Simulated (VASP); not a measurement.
TaN: single point with r2SCAN

Crystal: TaN.

```
Ta N
1.0
     5.20825    0.00000    0.00000
    -2.60412    4.51047    0.00000
     0.00000    0.00000    2.91766
Ta N
3 3
Direct
  0.00000 0.00000 0.00000
  0.33333 0.66667 0.50000
  0.66667 0.33333 0.50000
  0.50000 0.00000 0.00000
  0.50000 0.50000 0.00000
  0.00000 0.50000 0.00000
```

```yaml
Program: VASP 6.6.1
Task: single point
Functional: r2SCAN
Potentials_or_basis: VASP PAW PBE potentials, release 64 (Ta_sv_GW, N)
Cutoff: 660 eV
k_mesh: 5 × 5 × 8
Occupations: gaussian, width 0.1 eV
Spin: no spin polarisation
Dipole_correction: no
Second_run: valence_matched
Further_INCAR_settings: ALGO = Normal; EDIFF = 1e-06; NBANDS = 36
```

The pressure is 1.7 GPa and the band gap on the k mesh is zero (band 27 reaches 13.09 eV, above the bottom of band 28 at 10.93 eV).

Stress tensor (GPa, compression positive):
```
2.52 0.00 0.00
0.00 2.52 0.00
0.00 0.00 0.06
```

Levels at points of the mesh, in eV from the Fermi level:
```
           k point  band 24  band 25  band 26  band 27  band 28  band 29  band 30  band 31
(0.00, 0.00, 0.00)    -3.33    -2.73    -2.16    -1.16    -1.16     0.88     0.88     1.48
(0.00, 0.00, 0.50)    -3.38    -3.38    -2.13     1.00     1.00     1.34     2.08     2.53
```

Wall time 6.6 min on 1 thread of Intel(R) Xeon(R) Platinum 8259CL CPU @ 2.50GHz (Skylake/Cascade Lake), on a shared host, peak memory 0.28 GiB.

Caveat: the PAW data sets were made with another functional, which shifts forces and pressure a little; spin-orbit coupling is left out, which moves the levels of the heavy elements.
